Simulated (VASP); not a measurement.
Set up this calculation in VASP 6.6.1, as the native input.

* Task: single point
* Functional: BLYP
* Dispersion: D3(BJ)
* Potentials or basis: VASP PAW PBE potentials, release 64 (Pb_d, Se)
* Cutoff: 520 eV
* k mesh: 6 × 6 × 6
* Occupations: gaussian, width 0.05 eV
* Spin: no spin polarisation
* Dipole correction: no
* Further INCAR settings: ALGO = Normal; EDIFF = 1e-07; NBANDS = 17

The structure of PbSe lies in POSCAR:

```
PbSe
1.0
    0.0000000000      3.1189422144      3.1189422144
    3.1189422144      0.0000000000      3.1189422144
    3.1189422144      3.1189422144      0.0000000000
Pb Se
1 1
Direct
    0.5000000000      0.5000000000      0.5000000000
    0.0000000000      0.0000000000      0.0000000000
```

This cell differs from its parent crystal: volume scaled by 1.04.

One way to write it, as run:

INCAR

```
SYSTEM = PbSe
PREC = Accurate ; ENCUT = 520
EDIFF = 1E-7 ; ISMEAR = 0
SIGMA = 0.05 ; LREAL = .FALSE.
LASPH = .TRUE. ; NELM = 80
ALGO = Normal ; ISIF = 2
LWAVE = .FALSE. ; LCHARG = .TRUE.
GGA = B5 ; ALDAX = 1.0
AGGAX = 1.0 ; AGGAC = 1.0
ALDAC = 0.0 ; IVDW = 12
LELF = .TRUE. ; LVHAR = .TRUE.
VDW_S6 = 1.0 ; VDW_S8 = 2.6996
VDW_A1 = 0.4298 ; VDW_A2 = 4.2359
NBANDS = 17
```

KPOINTS

```
regular mesh
0
G
  6 6 6
  0 0 0
```

Potentials or basis: VASP PAW PBE potentials, release 64 (Pb_d, Se).

The run is started by

```sh
$ cat potpaw_PBE.64/Pb_d/POTCAR potpaw_PBE.64/Se/POTCAR > POTCAR
$ mpirun -np 1 vasp_std > vasp.out
```

Results of the run:

The pressure is -1.5 GPa and the band gap on the k mesh is 0.55 eV, direct. The dispersion energy per atom is -0.817 eV.

Caveat: the PAW data sets were made with another functional, which shifts forces and pressure a little; spin-orbit coupling is left out, which moves the levels of the heavy elements.

Run time: 28 s on 1 thread of AMD EPYC 7R13 Processor (Zen 3), with other jobs on the host, peak memory 0.18 GiB.
